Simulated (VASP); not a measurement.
# Zn (C2/m) in VASP: a series of runs

Runs on Zn. Level: PBE. Tasks: single point.

Everything below comes from runs of VASP 6.6.1. Logs are shortened: lines on timing, memory, paths and dates and some standing lists are left out, and cuts for length are marked.

## (1) The cell of the first run

Symmetry: C2/m, No. 12, monoclinic system. Conventional cell: a = 4.536 Å, b = 2.617 Å, c = 7.472 Å, α = 90.00°, β = 102.30°, γ = 90.00°. Within 3.5 Å of Zn (site symmetry 2/m) lie 12 Zn at 2.62 to 2.89 Å. Zn (site symmetry m) has 12 Zn at 2.62 to 2.89 Å within 3.5 Å.

## (2) Single point, PBE

INCAR reads:

```
SYSTEM = Zn
  ALGO = Normal
  EDIFF = 1E-6
  ENCUT = 500
  GGA = PE
  GGA_COMPAT = .False.
  ISIF = 2
  ISMEAR = 0
  LASPH = .True.
  LCHARG = .False.
  LREAL = .False.
  LWAVE = .False.
  NBANDS = 25
  NELM = 120
  PREC = Accurate
  SIGMA = 0.1
```

KPOINTS reads:

```
k-points
0
Gamma
  9 9 3
  0 0 0
```

POSCAR reads:

```
Zn
1.0
    2.2681701736     -1.3084870100      0.0000000000
    2.2681701736      1.3084870100      0.0000000000
   -1.5917165425      0.0000000000      7.3004081919
Zn
3
Direct
    0.8250000000      0.2820000000      0.5390000000
    1.0469821400      0.5039821400      1.2044950200
    1.6030178600      1.0600178600      0.8735049800
```

Potentials or basis: VASP PAW PBE potentials, release 64 (Zn).

Command:

```bash
$ cat potpaw_PBE.64/Zn/POTCAR > POTCAR
$ mpirun -np 1 vasp_std > vasp.out
```

OUTCAR:

```text
SYSTEM = Zn
   EDIFF = 1E-6
   ENCUT = 500
   GGA = PE
   ISIF = 2
   ISMEAR = 0
   LASPH = .True.
   LREAL = .False.
   NELM = 120
   PREC = Accurate

 ion  position               nearest neighbor table
   1  0.825  0.282  0.539-   3 2.86   2 2.86   3 2.86   2 2.86   2 2.89   3 2.89
   2  0.047  0.504  0.204-   3 2.84   3 2.86   3 2.86   1 2.86   1 2.86   1 2.89
   3  0.603  0.060  0.874-   2 2.84   2 2.86   2 2.86   1 2.86   1 2.86   1 2.89

  LATTYP: Found a base centered monoclinic cell.
 ALAT       =     4.5363403472
 B/A-ratio  =     0.5768910222
 C/A-ratio  =     1.6471240986
 COS(beta)  =    -0.2130265715

  Lattice vectors:

 A1 = (   2.2681701736,  -1.3084870100,   0.0000000000)
 A2 = (   2.2681701736,   1.3084870100,   0.0000000000)
 A3 = (  -1.5917165425,   0.0000000000,   7.3004081919)

Analysis of symmetry for initial positions (statically):
=====================================================================
 Subroutine PRICEL returns:
 Original cell was already a primitive cell.

 Routine SETGRP: Setting up the symmetry group for a
 base centered monoclinic supercell.

 Subroutine GETGRP returns: Found  4 space group operations
 (whereof  1 operations were pure point group operations)
 out of a pool of  4 trial point group operations.

The static configuration has the point symmetry C_1 .
 The point group associated with its full space group is C_2h.

Analysis of symmetry for dynamics (positions and initial velocities):
=====================================================================
 Subroutine PRICEL returns:
 Original cell was already a primitive cell.

 Routine SETGRP: Setting up the symmetry group for a
 base centered monoclinic supercell.

 Subroutine GETGRP returns: Found  4 space group operations
 (whereof  1 operations were pure point group operations)
 out of a pool of  4 trial point group operations.

The dynamic configuration has the point symmetry C_1 .
 The point group associated with its full space group is C_2h.

 Subroutine INISYM returns: Found  4 space group operations
 (whereof  1 operations are pure point group operations),
 and found     1 'primitive' translations

----------------------------------------------------------------------------------------

                                     Primitive cell

  volume of cell :      43.3333

  direct lattice vectors                    reciprocal lattice vectors
     2.268170174 -1.308487010  0.000000000     0.220442013 -0.382120721  0.048063230
     2.268170174  1.308487010  0.000000000     0.220442013  0.382120721  0.048063230
    -1.591716542  0.000000000  7.300408192     0.000000000  0.000000000  0.136978642

  length of vectors
     2.618536651  2.618536651  7.471915505     0.443757818  0.443757818  0.136978642

  position of ions in fractional coordinates (direct lattice)
     0.825000000  0.282000000  0.539000000
     0.046982140  0.503982140  0.204495020
     0.603017860  0.060017860  0.873504980

  ion indices of the primitive-cell ions
   primitive index   ion index
                 1           1
                 2           2
                 3           3

----------------------------------------------------------------------------------------

 KPOINTS: k-points

Automatic generation of k-mesh.
 Grid dimensions read from file:
 generate k-points for:    9    9    3

 Generating k-lattice:

  Cartesian coordinates                     Fractional coordinates (reciprocal lattice)
     0.024493557 -0.042457858  0.005340359     0.111111111 -0.000000000  0.000000000
     0.024493557  0.042457858  0.005340359    -0.000000000  0.111111111  0.000000000
     0.000000000  0.000000000  0.045659547     0.000000000  0.000000000  0.333333333

  Length of vectors
     0.049306424  0.049306424  0.045659547

  Shift w.r.t. Gamma in fractional coordinates (k-lattice)
     0.000000000  0.000000000  0.000000000

 Subroutine IBZKPT returns following result:
 ===========================================

 Found     70 irreducible k-points:

 Following reciprocal coordinates:
            Coordinates               Weight
  0.000000  0.000000  0.000000      1.000000
  0.111111 -0.000000 -0.000000      4.000000
  0.222222 -0.000000  0.000000      4.000000
  0.333333  0.000000  0.000000      4.000000
  0.444444 -0.000000  0.000000      4.000000
  0.111111  0.111111  0.000000      2.000000
[... 16 lines left out ...]
 -0.333333  0.333333  0.000000      2.000000
  0.444444  0.444444  0.000000      2.000000
 [... further k-points ...]
   k-points           NKPTS =     70   k-points in BZ     NKDIM =     70   number of bands    NBANDS=     25
   number of dos      NEDOS =    301   number of ions     NIONS =      3
   total plane-waves  NPLWV =  21600
   dimension x,y,z NGX =    20 NGY =   20 NGZ =   54
   dimension x,y,z NGXF=    40 NGYF=   40 NGZF=  108
   ions per type =               3
   NGX,Y,Z   is equivalent  to a cutoff of  12.70, 12.70, 12.01 a.u.
   NGXF,Y,Z  is equivalent  to a cutoff of  25.40, 25.40, 24.03 a.u.
 SYSTEM =  Zn
   PREC   = accura    normal or accurate (medium, high low for compatibility)
   ISTART =      0    job   : 0-new  1-cont  2-samecut
   ICHARG =      2    charge: 1-file 2-atom 10-const
   ISPIN  =      1    spin polarized calculation?
   LNONCOLLINEAR =      F non collinear calculations
   LSORBIT =      F    spin-orbit coupling
   LASPH  =      T    aspherical Exc in radial PAW
   ENCUT  =  500.0 eV  36.75 Ry    6.06 a.u.   4.77  4.77 13.62*2*pi/ulx,y,z
   NELM   =    120;   NELMIN=  2; NELMDL= -5     # of ELM steps
   EDIFF  = 0.1E-05   stopping-criterion for ELM
   LREAL  =      F    real-space projection
   EDIFFG = 0.1E-04   stopping-criterion for IOM
   NSW    =      0    number of steps for IOM
   IBRION =     -1    ionic relax: 0-MD 1-quasi-New 2-CG
   NFREE  =      0    steps in history (QN), initial steepest desc. (CG)
   ISIF   =      2    stress and relaxation
   ISYM   =      2    0-nonsym 1-usesym 2-fastsym
   POTIM  = 0.5000    time-step for ionic-motion
   TEBEG  =    0.0;   TEEND  =   0.0 temperature during run
   PSTRESS=    0.0 pullay stress
   NELECT =      36.0000    total number of electrons
   NUPDOWN=      -1.0000    fix difference up-down
   EMIN   =  10.00;   EMAX   =-10.00  energy-range for DOS
   EFERMI =   0.00;   METHOD = LEGACY
   ISMEAR =     0;   SIGMA  =   0.10  broadening in eV -4-tet -1-fermi 0-gaus
   EFERMI_NEDOS =   21; number of points for ismear=-14 and -15
   IALGO  =     38    algorithm
   IMIX   =      4    mixing-type and parameters
     AMIX     =   0.40;   BMIX     =  1.00
     AMIX_MAG =   1.60;   BMIX_MAG =  1.00
  volume/ion in A,a.u.               =      14.44        97.48
  Fermi-wavevector in a.u.,A,eV,Ry     =   1.538987  2.908264 32.225138  2.368481
  Thomas-Fermi vector in A             =   2.645278
   LORBIT       =      0    0 simple, 1 ext, 2 COOP (PROOUT), +10 PAW based schemes
   GGA     = PE    functional components
   LHFCALC =     F    Hartree Fock is set to
   AEXX    =    0.0000 exact exchange contribution
   IVDW    =     0    specifies the selected vdW correction
   LEPSILON=     F    determine dielectric tensor
   LRPA    =     F    only Hartree local field effects (RPA)
 non-spin polarized calculation
 Gauss-broadening in eV      SIGMA  =   0.10
  energy-cutoff  :      500.00
  volume of cell :       43.33
 maximum number of plane-waves:      1111
   NGX =  9   NGY =  9   NGZ = 27

 number of electron      35.9999986 magnetization

 Free energy of the ion-electron system (eV)
  ---------------------------------------------------
  ext. energy  EPLUGINS =         0.00000000
  ---------------------------------------------------
  free energy    TOTEN  =        -3.25135847 eV

  energy without entropy =       -3.24766946  energy(sigma->0) =       -3.24951396

 E-fermi :   3.6618     XC(G=0): -11.8227

 val. band max:        3.6594688405   @ k =  -0.4444   0.1111   0.3333
 cond. band min:       3.7836422410   @ k =   0.4444   0.1111   0.3333
 fundamental gap:      0.1241734004
 Fermi energy:         3.6618379476

 k-point     1 :       0.0000    0.0000    0.0000
  band No.  band energies     occupation
      1      -7.3311      2.00000
      2      -5.5297      2.00000
      3      -5.5267      2.00000
      4      -4.5870      2.00000
      5      -4.3327      2.00000
      6      -4.3313      2.00000
[... 17 lines left out ...]
     24      22.1864      0.00000
     25      22.3583      0.00000

 k-point     2 :       0.1111   -0.0000   -0.0000
  band No.  band energies     occupation
      1      -6.9498      2.00000
      2      -5.3329      2.00000
      3      -5.2707      2.00000
      4      -4.5459      2.00000
      5      -4.3889      2.00000
      6      -4.3711      2.00000
[... 17 lines left out ...]
     24      19.7028      0.00000
     25      20.4775      0.00000

 k-point     3 :       0.2222   -0.0000    0.0000
  band No.  band energies     occupation
      1      -5.9069      2.00000
      2      -4.9579      2.00000
      3      -4.8948      2.00000
      4      -4.5801      2.00000
      5      -4.5091      2.00000
      6      -4.4717      2.00000
[... 17 lines left out ...]
     24      17.3508      0.00000
     25      17.9650      0.00000

 k-point     4 :       0.3333    0.0000    0.0000
  band No.  band energies     occupation
      1      -5.1403      2.00000
      2      -5.0096      2.00000
      3      -4.9486      2.00000
      4      -4.7562      2.00000
      5      -4.6945      2.00000
      6      -4.4015      2.00000
[... 17 lines left out ...]
     24      15.6904      0.00000
     25      15.7062      0.00000
[... 477 lines left out ...]
 k-point    22 :      -0.4444    0.3333    0.0000
  band No.  band energies     occupation
      1      -4.8260      2.00000
      2      -4.7670      2.00000
      3      -4.7181      2.00000
      4      -4.6474      2.00000
      5      -4.5225      2.00000
      6      -4.4844      2.00000
[... 17 lines left out ...]
     24      10.0674      0.00000
     25      10.3134      0.00000

 k-point    23 :      -0.3333    0.3333    0.0000
  band No.  band energies     occupation
      1      -4.6890      2.00000
      2      -4.6090      2.00000
      3      -4.6028      2.00000
      4      -4.5351      2.00000
      5      -4.5069      2.00000
      6      -4.4573      2.00000
[... 17 lines left out ...]
     24       9.1966      0.00000
     25      10.8658      0.00000

 k-point    24 :       0.4444    0.4444    0.0000
  band No.  band energies     occupation
      1      -5.1440      2.00000
      2      -5.1281      2.00000
      3      -5.0577      2.00000
      4      -4.8762      2.00000
      5      -4.6693      2.00000
      6      -4.5743      2.00000
[... 17 lines left out ...]
     24      14.1239      0.00000
     25      14.4060      0.00000

 [... further k-points ...]

------------------------ aborting loop because EDIFF is reached ----------------------------------------

  FORCE on cell =-STRESS in cart. coord.  units (eV):
  Direction    XX          YY          ZZ          XY          YZ          ZX
  --------------------------------------------------------------------------------------
  -------------------------------------------------------------------------------------
  Total        1.3825909      0.8380433      1.7310607      0.0000000      0.0000000     -0.2130908
  in kB       51.1189694     30.9852389     64.0030539      0.0000000      0.0000000     -7.8786747
  external PRESSURE =      48.7024207 kB  Pullay stress =       0.0000000 kB

 VOLUME and BASIS-vectors are now :
 -----------------------------------------------------------------------------
  energy-cutoff  :      500.00
  volume of cell :       43.33
      direct lattice vectors                 reciprocal lattice vectors
     2.268170174 -1.308487010  0.000000000     0.220442013 -0.382120721  0.048063230
     2.268170174  1.308487010  0.000000000     0.220442013  0.382120721  0.048063230
    -1.591716542  0.000000000  7.300408192     0.000000000  0.000000000  0.136978642

 POSITION                                       TOTAL-FORCE (eV/Angst)
 -----------------------------------------------------------------------------------
      1.65293     -0.71051      3.93492        -0.000000     -0.000000      0.000000
      0.92418      0.59798      1.49290         0.013562      0.000000      0.011674
      0.11351     -0.71051      6.37694        -0.013562      0.000000     -0.011674
 -----------------------------------------------------------------------------------
    total drift:                                0.000133      0.000117      0.000710

  FREE ENERGIE OF THE ION-ELECTRON SYSTEM (eV)
  ---------------------------------------------------
  free  energy   TOTEN  =        -3.2513584708 eV

  energy  without entropy=       -3.2476694576  energy(sigma->0) =       -3.24951396
```

It took 95 s on 1 thread of Intel Xeon 8259CL, shared host; peak memory 0.19 GiB.

What came out:

* Free energy: -3.2514 eV
* Pressure: 4.9 GPa
* Largest force: 0.018 eV/Å
* Band gap on the k mesh: zero (band 18 reaches 4.07 eV, above the bottom of band 19 at 1.26 eV)

Forces in eV/Å, atoms in the order of the input:
```
Zn   0.000  0.000  0.000
Zn   0.014  0.000  0.012
Zn  -0.014  0.000 -0.012
```

Stress tensor (GPa, compression positive):
```
 5.11  0.00 -0.79
 0.00  3.10  0.00
-0.79  0.00  6.40
```

Levels at points of the mesh, in eV from the Fermi level:
```csv
k point,band 14,band 15,band 16,band 17,band 18,band 19,band 20,band 21,band 22,band 23
"(0.00, 0.00, 0.00)",-7.40,-7.39,-7.38,-7.19,-7.16,1.49,1.54,13.87,17.61,18.43
```

(Part 1 of 2 ends here.)
